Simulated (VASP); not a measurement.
# Be (Cmce) in VASP: further runs, part 2 of 2

VASP 6.6.1. Earlier steps stand in the parts before.

## Step 4: Single point, PBE

File INCAR:

```
PREC = Accurate
ENCUT = 520
EDIFF = 1E-6
ISMEAR = -1
SIGMA = 0.005
LREAL = F
LASPH = T
NELM = 60
ALGO = Normal
ISIF = 2
LWAVE = F
LCHARG = T
GGA = PE
LELF = T
LVHAR = T
NBANDS = 12
```

File KPOINTS:

```
regular mesh
0
Gamma
  12 12 4
```

File POSCAR:

```
Be
1.0
    2.1064200000      1.3921820000      0.0000000000
    2.1064200000     -1.3921820000      0.0000000000
    0.0000000000      0.0000000000     -5.6790580000
Be
4
Direct
    0.1500000000      0.8500000000      0.8830000000
    0.3500000000      0.6500000000      0.3830000000
    0.8500000000      0.1500000000      0.1170000000
    0.6500000000      0.3500000000      0.6170000000
```

Potentials or basis: VASP PAW PBE potentials, release 64 (Be).

Run with:

```sh
cat potpaw_PBE.64/Be/POTCAR > POTCAR
mpirun -np 1 vasp_std > vasp.out
```

OUTCAR:

```text
PREC = Accurate
   ENCUT = 520
   EDIFF = 1E-6
   ISMEAR = -1
   LREAL = F
   LASPH = T
   NELM = 60
   ISIF = 2
   GGA = PE

 ion  position               nearest neighbor table
   1  0.150  0.850  0.883-   3 1.57   4 2.05   4 2.05   3 2.36
   2  0.350  0.650  0.383-   4 1.57   3 2.05   3 2.05   4 2.36
   3  0.850  0.150  0.117-   1 1.57   2 2.05   2 2.05   1 2.36
   4  0.650  0.350  0.617-   2 1.57   1 2.05   1 2.05   2 2.36

  LATTYP: Found a base centered orthorhombic cell.
 ALAT       =     2.7843640000
 B/A-ratio  =     1.5130349337
 C/A-ratio  =     2.0396248479

  Lattice vectors:

 A1 = (  -2.1064200000,   1.3921820000,   0.0000000000)
 A2 = (   2.1064200000,   1.3921820000,   0.0000000000)
 A3 = (   0.0000000000,   0.0000000000,  -5.6790580000)

Analysis of symmetry for initial positions (statically):
=====================================================================
 Subroutine PRICEL returns:
 Original cell was already a primitive cell.

 Routine SETGRP: Setting up the symmetry group for a
 base centered orthorhombic supercell.

 Subroutine GETGRP returns: Found  8 space group operations
 (whereof  4 operations were pure point group operations)
 out of a pool of  8 trial point group operations.

The static configuration has the point symmetry C_2h.
 The point group associated with its full space group is D_2h.

Analysis of symmetry for dynamics (positions and initial velocities):
=====================================================================
 Subroutine PRICEL returns:
 Original cell was already a primitive cell.

 Routine SETGRP: Setting up the symmetry group for a
 base centered orthorhombic supercell.

 Subroutine GETGRP returns: Found  8 space group operations
 (whereof  4 operations were pure point group operations)
 out of a pool of  8 trial point group operations.

The dynamic configuration has the point symmetry C_2h.
 The point group associated with its full space group is D_2h.

[... 130 lines left out ...]
   IVDW    =     0    specifies the selected vdW correction
   LEPSILON=     F    determine dielectric tensor
   LRPA    =     F    only Hartree local field effects (RPA)
 non-spin polarized calculation
  energy-cutoff  :      520.00
  volume of cell :       33.31
 maximum number of plane-waves:       909
   NGX =  9   NGY =  9   NGZ = 21

 number of electron       8.0000000 magnetization

 Free energy of the ion-electron system (eV)
  ---------------------------------------------------
  ext. energy  EPLUGINS =         0.00000000
  ---------------------------------------------------
  free energy    TOTEN  =       -10.06736239 eV

  energy without entropy =      -10.06731695  energy(sigma->0) =      -10.06733967

 E-fermi :   6.3235     XC(G=0): -10.3865

 val. band max:        6.3174499120   @ k =  -0.3333   0.2500   0.0000
 cond. band min:       6.4002508628   @ k =   0.4167   0.2500   0.0000
 fundamental gap:      0.0828009508
 Fermi energy:         6.3234861711

 k-point     1 :       0.0000    0.0000    0.0000
  band No.  band energies     occupation
      1      -4.3775      2.00000
      2      -1.0560      2.00000
      3      -0.8666      2.00000
      4       6.6650      0.00000
      5      13.5555      0.00000
      6      13.8713      0.00000
      7      16.1487      0.00000
      8      17.5808      0.00000
      9      17.9893      0.00000
     10      18.2515      0.00000
     11      18.4156      0.00000
     12      20.2375      0.00000
[... 331 lines left out ...]
 k-point    24 :      -0.4167    0.1667    0.0000
  band No.  band energies     occupation
      1       0.9155      2.00000
      2       1.6263      2.00000
      3       3.0338      2.00000
      4       3.0670      2.00000
      5       7.3264      0.00000
      6       7.5051      0.00000
      7       8.7926      0.00000
      8      11.5825      0.00000
      9      13.0717      0.00000
     10      13.9412      0.00000
     11      15.0018      0.00000
     12      19.0589      0.00000

 [... further k-points ...]

------------------------ aborting loop because EDIFF is reached ----------------------------------------

  FORCE on cell =-STRESS in cart. coord.  units (eV):
  Direction    XX          YY          ZZ          XY          YZ          ZX
  --------------------------------------------------------------------------------------
  -------------------------------------------------------------------------------------
  Total       -5.8919588      4.3590614     16.2106633      0.0000000      0.0000000      0.0000000
  in kB     -283.4151092    209.6796526    779.7656239      0.0000000      0.0000000      0.0000000
  external PRESSURE =     235.3433891 kB  Pullay stress =       0.0000000 kB

 VOLUME and BASIS-vectors are now :
 -----------------------------------------------------------------------------
  energy-cutoff  :      520.00
  volume of cell :       33.31
      direct lattice vectors                 reciprocal lattice vectors
     2.106420000  1.392182000  0.000000000     0.237369565  0.359148445  0.000000000
     2.106420000 -1.392182000  0.000000000     0.237369565 -0.359148445  0.000000000
     0.000000000  0.000000000 -5.679058000     0.000000000  0.000000000 -0.176085541

 POSITION                                       TOTAL-FORCE (eV/Angst)
 -----------------------------------------------------------------------------------
      2.10642     -0.97453     -5.01461         0.000000      4.842781      4.803415
      2.10642     -0.41765     -2.17508         0.000000     -4.842781      4.803415
      2.10642      0.97453     -0.66445         0.000000     -4.842781     -4.803415
      2.10642      0.41765     -3.50398         0.000000      4.842781     -4.803415
 -----------------------------------------------------------------------------------
    total drift:                               -0.000000      0.000000      0.000000

  FREE ENERGIE OF THE ION-ELECTRON SYSTEM (eV)
  ---------------------------------------------------
  free  energy   TOTEN  =       -10.0673623894 eV

  energy  without entropy=      -10.0673169465  energy(sigma->0) =      -10.06733967
```

OSZICAR:

```text
N       E                     dE             d eps       ncg     rms          rms(c)
DAV:   1     0.432509002751E+01    0.43251E+01   -0.31944E+03  3096   0.556E+02
DAV:   2    -0.996045193097E+01   -0.14286E+02   -0.13267E+02  4172   0.936E+01
DAV:   3    -0.104107883536E+02   -0.45034E+00   -0.44459E+00  4016   0.118E+01
DAV:   4    -0.104121848634E+02   -0.13965E-02   -0.13963E-02  3572   0.809E-01
DAV:   5    -0.104121880714E+02   -0.32080E-05   -0.32081E-05  3840   0.366E-02    0.314E+00
DAV:   6    -0.101455831299E+02    0.26660E+00   -0.19550E-01  3380   0.231E+00    0.168E+00
DAV:   7    -0.100688700761E+02    0.76713E-01   -0.14008E-01  3764   0.186E+00    0.299E-01
DAV:   8    -0.100673660289E+02    0.15040E-02   -0.45238E-03  3640   0.399E-01    0.376E-02
DAV:   9    -0.100673636355E+02    0.23934E-05   -0.11048E-04  3792   0.549E-02    0.140E-02
DAV:  10    -0.100673623967E+02    0.12388E-05   -0.90508E-06  3540   0.149E-02    0.114E-03
DAV:  11    -0.100673623894E+02    0.73154E-08   -0.18237E-07  1952   0.269E-03
   1 F= -.10067362E+02 E0= -.10067340E+02  d E =-.454428E-04
```

It took 15 s on 1 thread of Intel Xeon 6975P-C (Granite Rapids), shared host; peak memory 0.16 GiB.

What came out:

| Property | Result |
| --- | --- |
| Free energy | -10.0674 eV |
| Pressure | 23.5 GPa |
| Largest force | 6.821 eV/Å |
| Band gap on the k mesh | zero (band 4 reaches 8.62 eV, above the bottom of band 5 at 5.13 eV) |

Forces on the atoms (eV/Å):
```
Be   0.000  4.843  4.803
Be   0.000 -4.843  4.803
Be   0.000 -4.843 -4.803
Be   0.000  4.843 -4.803
```

Levels at points of the mesh, in eV from the Fermi level:
| k point | band 2 | band 3 | band 4 | band 5 | band 6 | band 7 |
| --- | --- | --- | --- | --- | --- | --- |
| (0.00, 0.00, 0.00) | -7.38 | -7.19 | 0.34 | 7.23 | 7.55 | 9.83 |
| (0.50, 0.00, 0.00) | -5.57 | -3.77 | -3.77 | 0.90 | 0.90 | 6.84 |
| (0.50, 0.50, 0.00) | -2.08 | -1.56 | -0.60 | -0.42 | -0.04 | 2.83 |
| (0.00, 0.00, 0.50) | -9.85 | -3.17 | -3.17 | 8.04 | 8.04 | 11.43 |
| (0.50, 0.00, 0.50) | -5.32 | -4.29 | -4.29 | 2.15 | 2.15 | 4.80 |
| (0.50, 0.50, 0.50) | -4.52 | -1.62 | -1.62 | 1.53 | 1.53 | 4.55 |

Caveat: forces of over 1 eV/Å act on the atoms, so gaps and moduli don't describe the material at rest.

## Step 5: Single point, PBE, collinear spin, zero start

File INCAR:

```
ALGO = Normal
EDIFF = 1E-6
ENCUT = 520
GGA = PE
ISIF = 2
ISMEAR = -4
ISPIN = 2
LASPH = True
LCHARG = False
LORBIT = 11
LREAL = False
LWAVE = False
MAGMOM = 0 0 0 0
NBANDS = 16
NELM = 150
PREC = Accurate
SIGMA = 0.1
```

File KPOINTS:

```
k-points
0
Gamma
  10 10 4
```

POSCAR is that of step 4.

Run with:

```sh
cat potpaw_PBE.64/Be/POTCAR > POTCAR
mpirun -np 1 vasp_std > vasp.out
```

Run time: 29 s. Hardware: 1 thread of Intel Xeon 6975P-C (Granite Rapids), shared host; peak memory 0.19 GiB.

Results (log left out):

- Free energy: -9.9007 eV
- Pressure: 23.9 GPa
- Largest force: 6.743 eV/Å
- Band gap on the k mesh: zero (filled and empty bands overlap)
- Net moment: 0.00 μB per cell
- Valence electrons inside the program's atomic spheres: Be 1.25

Forces in eV/Å, atoms in the order of the input:
```
Be   0.000  4.783  4.752
Be   0.000 -4.783  4.752
Be   0.000 -4.783 -4.752
Be   0.000  4.783 -4.752
```

Stress tensor (GPa, compression positive):
```
-29.15   0.00   0.00
  0.00  20.37   0.00
  0.00   0.00  80.46
```

Levels at points of the mesh, in eV from the Fermi level:
Spin up:
```
           k point  band 2  band 3  band 4  band 5  band 6  band 7
(0.00, 0.00, 0.00)   -7.52   -7.34    0.20    7.09    7.40    9.68
(0.50, 0.00, 0.00)   -5.71   -3.91   -3.91    0.76    0.76    6.70
(0.50, 0.50, 0.00)   -2.22   -1.70   -0.75   -0.56   -0.19    2.68
(0.00, 0.00, 0.50)   -9.99   -3.32   -3.32    7.90    7.90   11.29
(0.50, 0.00, 0.50)   -5.46   -4.44   -4.44    2.01    2.01    4.66
(0.50, 0.50, 0.50)   -4.66   -1.76   -1.76    1.39    1.39    4.40
```
Spin down:
```tsv
k point	band 2	band 3	band 4	band 5	band 6	band 7
(0.00, 0.00, 0.00)	-7.52	-7.34	0.20	7.09	7.40	9.68
(0.50, 0.00, 0.00)	-5.71	-3.91	-3.91	0.76	0.76	6.70
(0.50, 0.50, 0.00)	-2.22	-1.70	-0.75	-0.56	-0.19	2.68
(0.00, 0.00, 0.50)	-9.99	-3.32	-3.32	7.90	7.90	11.29
(0.50, 0.00, 0.50)	-5.46	-4.44	-4.44	2.01	2.01	4.66
(0.50, 0.50, 0.50)	-4.66	-1.76	-1.76	1.39	1.39	4.40
```

Caveat: forces of over 1 eV/Å act on the atoms, so gaps and moduli don't describe the material at rest.

## Step 6: Overview

```csv
level,spin,k mesh,smearing,gap on the mesh (eV),pressure (GPa),largest force (eV/Å)
PBE,off,8 × 8 × 3,fermi-dirac 0.1 eV,none,23.3,6.76
revPBE,off,8 × 8 × 3,fermi-dirac 0.1 eV,none,25.6,6.83
PBE,off,12 × 12 × 4,fermi-dirac 0.005 eV,none,23.5,6.82
PBE,"collinear, zero start",10 × 10 × 4,tetrahedron,none,23.9,6.74
```

Alike in all rows: task single point; potentials or basis VASP PAW PBE potentials, release 64 (Be); cell as given; cutoff (eV) 520.

Caveats: some runs use coarse meshes; forces of over 1 eV/Å act on the atoms, so gaps and moduli don't describe the material at rest (some runs); the PAW data sets were made with another functional, which shifts forces and pressure a little (some runs).

Total energies depend on the potentials used, so only differences within one code and one set of settings carry meaning.
